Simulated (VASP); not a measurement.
# ZnS (F-43m) in VASP: a series of runs, part 2 of 2

VASP 6.6.1.

### 4 Relaxation of cell and atoms, r2SCAN

This run uses another cell than the first one, of 19.73 Å³/atom, 0.951 times its volume.

Contents of POSCAR:

```
ZnS
1.0
    0.0000000000      2.7020000000      2.7020000000
    2.7020000000      0.0000000000      2.7020000000
    2.7020000000      2.7020000000      0.0000000000
Zn S
1 1
Direct
    0.2500000000      0.2500000000      0.2500000000
    0.0000000000      0.0000000000      0.0000000000
```

Contents of INCAR.step1:

```
PREC = Accurate
ENCUT = 600
ISMEAR = 0
SIGMA = 0.02
LREAL = False
LASPH = True
NELM = 100
GGA = PE
ALGO = Normal
EDIFF = 1E-4
LWAVE = True
LCHARG = False
```

Contents of INCAR.step2:

```
PREC = Accurate
ENCUT = 600
EDIFF = 1E-7
ISMEAR = 0
SIGMA = 0.02
LREAL = False
LASPH = True
NELM = 100
ALGO = Normal
ISIF = 3
LWAVE = False
LCHARG = False
METAGGA = R2SCAN
LMIXTAU = True
IBRION = 2
NSW = 100
EDIFFG = -0.005
ISTART = 1
```

Contents of KPOINTS:

```
Automatic mesh
0
Gamma
  8 8 8
```

Potentials or basis: VASP PAW PBE potentials, release 64 (Zn, S).

The run is started by

```sh
> cat potpaw_PBE.64/Zn/POTCAR potpaw_PBE.64/S/POTCAR > POTCAR
> cp INCAR.step1 INCAR
> mpirun -np 1 vasp_std > vasp.out
> cp INCAR.step2 INCAR
> mpirun -np 1 vasp_std > vasp.out
```

OUTCAR:

```text
PREC = Accurate
   ENCUT = 600
   EDIFF = 1E-7
   ISMEAR = 0
   LREAL = False
   LASPH = True
   NELM = 100
   ISIF = 3
   METAGGA = R2SCAN
   IBRION = 2
   NSW = 100
   EDIFFG = -0.005
   ISTART = 1

 ion  position               nearest neighbor table
   1  0.250  0.250  0.250-   2 2.34   2 2.34   2 2.34   2 2.34
   2  0.000  0.000  0.000-   1 2.34   1 2.34   1 2.34   1 2.34

  LATTYP: Found a face centered cubic cell.
 ALAT       =     5.4040000000

  Lattice vectors:

 A1 = (   0.0000000000,   2.7020000000,   2.7020000000)
 A2 = (   2.7020000000,   0.0000000000,   2.7020000000)
 A3 = (   2.7020000000,   2.7020000000,   0.0000000000)

Analysis of symmetry for initial positions (statically):
=====================================================================
 Subroutine PRICEL returns:
 Original cell was already a primitive cell.

 Routine SETGRP: Setting up the symmetry group for a
 face centered cubic supercell.

 Subroutine GETGRP returns: Found 24 space group operations
 (whereof 24 operations were pure point group operations)
 out of a pool of 48 trial point group operations.

The static configuration has the point symmetry T_d .

Analysis of symmetry for dynamics (positions and initial velocities):
=====================================================================
 Subroutine PRICEL returns:
 Original cell was already a primitive cell.

[... 267 lines left out ...]
 Free energy of the ion-electron system (eV)
  ---------------------------------------------------
  ext. energy  EPLUGINS =         0.00000000
  ---------------------------------------------------
  free energy    TOTEN  =       -18.86795963 eV

  energy without entropy =      -18.86795963  energy(sigma->0) =      -18.86795963

 E-fermi :   1.9929     XC(G=0): -10.3249

 val. band max:        1.9067356109   @ k =   0.0000   0.0000   0.0000
 cond. band min:       4.6197535247   @ k =   0.0000   0.0000   0.0000
 fundamental gap:      2.7130179139
 Fermi energy:         1.9928563279

 k-point     1 :       0.0000    0.0000    0.0000
  band No.  band energies     occupation
      1     -11.8266      2.00000
      2      -4.6262      2.00000
      3      -4.6261      2.00000
      4      -4.6261      2.00000
      5      -4.0693      2.00000
      6      -4.0693      2.00000
      7       1.9067      2.00000
      8       1.9067      2.00000
      9       1.9067      2.00000
     10       4.6198      0.00000
     11       8.8031      0.00000
     12       8.8033      0.00000
     13       8.8033      0.00000
[... 354 lines left out ...]
  band No.  band energies     occupation
      1     -10.7078      2.00000
      2      -4.4835      2.00000
      3      -4.4242      2.00000
      4      -4.1301      2.00000
      5      -4.0581      2.00000
      6      -3.8007      2.00000
      7      -3.1042      2.00000
      8      -0.5008      2.00000
      9       0.3923      2.00000
     10       7.3108      0.00000
     11       8.2573      0.00000
     12      10.3246      0.00000
     13      11.5271      0.00000

 [... further k-points ...]

------------------------ aborting loop because EDIFF is reached ----------------------------------------

  FORCE on cell =-STRESS in cart. coord.  units (eV):
  Direction    XX          YY          ZZ          XY          YZ          ZX
  --------------------------------------------------------------------------------------
  -------------------------------------------------------------------------------------
  Total        0.0012686      0.0012686      0.0012686      0.0000000      0.0000000     -0.0000000
  in kB        0.0519351      0.0519351      0.0519351      0.0000000      0.0000000     -0.0000000
  external PRESSURE =       0.0519351 kB  Pullay stress =       0.0000000 kB
[... 17 lines left out ...]
  FREE ENERGIE OF THE ION-ELECTRON SYSTEM (eV)
  ---------------------------------------------------
  free  energy   TOTEN  =       -18.8679596271 eV

  energy  without entropy=      -18.8679596271  energy(sigma->0) =      -18.86795963

 reached required accuracy - stopping structural energy minimisation
```

OUTCAR.step1:

```text
PREC = Accurate
   ENCUT = 600
   ISMEAR = 0
   LREAL = False
   LASPH = True
[... 606 lines left out ...]
      1.35100      1.35100      1.35100        -0.000000     -0.000000     -0.000000
      0.00000      0.00000      0.00000         0.000000      0.000000      0.000000
 -----------------------------------------------------------------------------------
    total drift:                               -0.000001     -0.000001     -0.000001

  FREE ENERGIE OF THE ION-ELECTRON SYSTEM (eV)
  ---------------------------------------------------
  free  energy   TOTEN  =        -6.8470722472 eV

  energy  without entropy=       -6.8470722472  energy(sigma->0) =       -6.84707225
```

Wall time 98 s (1 thread of Intel Xeon 6975P-C (Granite Rapids), shared host); peak memory 0.19 GiB.

Results:

```yaml
Free_energy: -18.8680 eV
Relaxed_volume: 19.57 Å³/atom
Relaxed_cell: a = 3.811 Å, b = 3.811 Å, c = 3.811 Å, α = 60.00°, β = 60.00°, γ = 60.00°
Space_group_after_relaxing_to_0.05_Å: F-43m (No. 216)
Energy_gained_by_relaxing: 0.4 meV/atom
Ionic_steps: 4
Pressure_after_relaxing: 0.0 GPa
Band_gap_on_the_k_mesh: 2.71 eV, direct
```

The path:
```tsv
step	energy change (eV)	largest force (eV/Å)	pressure (GPa)	volume (Å³)
1	0.0000	0.0000	-0.62	39.45
2	-0.0007	0.0000	0.24	39.02
3	-0.0008	0.0000	0.07	39.10
4	-0.0008	0.0000	0.01	39.14
```

Final structure:
```
Zn S
1.0
     0.00000    2.69473    2.69473
     2.69473    0.00000    2.69473
     2.69473    2.69473    0.00000
Zn S
1 1
Cartesian
  1.3474 1.3474 1.3474
  0.0000 0.0000 0.0000
```

Levels at points of the mesh, in eV from the valence-band top:
```csv
k point,band 6,band 7,band 8,band 9,band 10,band 11,band 12,band 13
"(0.00, 0.00, 0.00)",-5.98,0.00,0.00,0.00,2.71,6.90,6.90,6.90
"(0.50, 0.00, 0.00)",-5.78,-5.45,-0.90,-0.90,3.83,7.39,7.39,9.45
"(0.50, 0.50, 0.00)",-5.76,-4.65,-2.31,-2.31,3.71,4.48,11.82,12.88
```

Caveat: the PAW data sets were made with another functional, which shifts forces and pressure a little.

### 5 Overview

```csv
task,cell,cutoff (eV),gap on the mesh (eV),pressure (GPa)
single point,"a = 3.885 Å, angles 60.0°, 2 atoms",520,2.44,-4.0
single point,"a = 3.934 Å, angles 60.0°, 2 atoms",520,2.28,-6.1
relaxation of cell and atoms,"relaxed from a = 3.821 Å, angles 60.0°, 2 atoms",600,2.71,0.0
```

Alike in all rows: level r2SCAN; potentials or basis VASP PAW PBE potentials, release 64 (Zn, S); no spin polarisation; k mesh 8 × 8 × 8; smearing gaussian 0.02 eV.

Caveats: the PAW data sets were made with another functional, which shifts forces and pressure a little.

Absolute energies hang on the potentials; compare differences alone.
